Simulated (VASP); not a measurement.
A run of VASP 6.6.1 is set up as follows.

The input INCAR:

```
PREC = Accurate ; ENCUT = 520
EDIFF = 1E-6 ; ISMEAR = -1
SIGMA = 0.1 ; LREAL = False
LASPH = True ; NELM = 100
ALGO = Normal ; ISIF = 2
LWAVE = False ; LCHARG = False
GGA = PE ; NBANDS = 36
```

The input KPOINTS:

```
regular mesh
0
Gamma
  12 8 7
```

File POSCAR:

```
Ru
1.0
   -1.3605811744      2.3565957218      0.0000000000
    0.0000000000      0.0000000000      4.2959980361
    4.0817435231      2.3565957218      0.0000000000
Ru
4
Direct
    0.5000000000      0.2500000000      0.1666666670
    0.0000000000      0.2500000000      0.6666666670
    0.0000000000      0.7500000000      0.3333333330
    0.5000000000      0.7500000000      0.8333333330
```

Potentials or basis: VASP PAW PBE potentials, release 64 (Ru_pv).

Launch:

```bash
$ cat potpaw_PBE.64/Ru_pv/POTCAR > POTCAR
$ mpirun -np 1 vasp_std > vasp.out
```

Problem. Predict the band gap on the k mesh.

Solution. Zero (bands 28 and 29 overlap by 2.44 eV).

Problem. What does it give for the pressure?

Solution. -0.1 GPa.

Stress tensor (GPa, compression positive):
```
 0.01  0.12  0.00
 0.12 -0.12  0.00
 0.00  0.00 -0.24
```
